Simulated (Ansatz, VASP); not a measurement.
**One calculation of Mg, two programs**

File INCAR:

```
PREC = Accurate
ENCUT = 520
EDIFF = 1E-6
ISMEAR = 0
SIGMA = 0.15
LREAL = False
LASPH = True
NELM = 60
ALGO = Fast
ISIF = 2
LWAVE = False
LCHARG = False
GGA = PS
NBANDS = 9
```

KPOINTS

```
regular mesh
0
Gamma
  18 18 10
```

The input POSCAR:

```
Mg
1.0
    3.2092715325      0.0000000000      0.0000000000
   -1.6046357662      2.7793106748      0.0000000000
    0.0000000000      0.0000000000      5.2103300000
Mg
2
Direct
    0.3441792904      0.8285773174      0.2500000000
    0.6666666667      0.3333333333      0.7500000000
```

Input for Ansatz:

```yaml
crystal:
  lattice:
    - [3.2092715325, 0.0, 0.0]
    - [-1.6046357662, 2.7793106748, 0.0]
    - [0.0, 0.0, 5.21033]
  atoms:
    - { symbol: Mg, position: [0.3441792904, 0.8285773174, 0.25] }
    - { symbol: Mg, position: [0.6666666667, 0.3333333333, 0.75] }
basis:
  ecutwfc: 420
kpoints:
  mp_grid: { grid: [18, 18, 10] }
hamiltonian:
  xc: pbesol
scf:
  occupations: { method: gaussian, width: 0.15 }
output:
  forces: true
  stress: true
  eigenvalues: true
```

Alike in both runs: task single point; functional PBEsol; k mesh 18 × 18 × 10; occupations gaussian, width 0.15 eV; no spin polarisation.

```csv
,VASP,Ansatz
version,VASP 6.6.1,Ansatz 0.2.0
potentials or method,"VASP PAW PBE potentials, release 64 (Mg), cutoff 520 eV","scalar-relativistic, plane waves, PAW"
valence electrons in the cell,4,20
```

Ansatz gave:

- gap on the k mesh at the Fermi level (eV): none
- pressure (GPa): -0.6
- traceless stress, the component that is largest in VASP (GPa): -1.48
- rms of the force components (eV/Å): 0.206

Question: Estimate VASP's values.

Answer: gap on the k mesh at the Fermi level (eV): none; pressure (GPa): -0.6; traceless stress, the component that is largest in VASP (GPa): -1.49; rms of the force components (eV/Å): 0.207.

VASP's potentials were made for PBE, not for PBEsol. Atom by atom the forces differ by 0.001 eV/Å (rms over components). A gap of «none» marks a metal or a gap that the smearing closes. VASP's potentials hold 4 valence electrons a cell and Ansatz's 20, so a difference there can come from the potentials and not from the codes.
